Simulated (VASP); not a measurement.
Set up this calculation in VASP 6.6.1, as the native input.

| Item | Value |
| --- | --- |
| Task | single point |
| Functional | PBE |
| Potentials or basis | VASP PAW PBE potentials, release 64 (Pb_d) |
| Cutoff | 500 eV |
| k mesh | 6 × 6 × 6 |
| Occupations | fermi-dirac, width 0.2 eV |
| Spin | no spin polarisation |
| Dipole correction | no |
| Further INCAR settings | ALGO = Normal; EDIFF = 1e-06; NBANDS = 13 |

The structure of Pb lies in POSCAR:

```
Pb
1.0
    0.0000000000      2.4750200000      2.4750200000
    2.4750200000      0.0000000000      2.4750200000
    2.4750200000      2.4750200000      0.0000000000
Pb
1
Direct
    0.0000000000      0.0000000000      0.0000000000
```

One way to write it, as run:

INCAR

```
SYSTEM = Pb
PREC = Accurate
ENCUT = 500
EDIFF = 1E-6
ISMEAR = -1
SIGMA = 0.2
LREAL = .FALSE.
LASPH = .TRUE.
NELM = 120
ALGO = Normal
ISIF = 2
LWAVE = .FALSE.
LCHARG = .FALSE.
GGA = PE
NBANDS = 13
GGA_COMPAT = .FALSE.
```

KPOINTS

```
regular mesh
0
G
  6 6 6
  0 0 0
```

Potentials or basis: VASP PAW PBE potentials, release 64 (Pb_d).

The run is started by

```sh
$ cat potpaw_PBE.64/Pb_d/POTCAR > POTCAR
$ mpirun -np 1 vasp_std > vasp.out
```

Results of the run:

| Property | Result |
| --- | --- |
| Pressure | 3.4 GPa |
| Band gap on the k mesh | zero (band 7 reaches 14.71 eV, above the bottom of band 8 at 5.74 eV) |

Caveat: the k points lie up to 0.37 Å⁻¹ apart; spin-orbit coupling is left out, which moves the levels of the heavy elements.

Run time: 4.7 s on 1 thread of AMD EPYC 9R45 96-Core Processor (Zen 5) (shared host), peak memory 0.12 GiB.
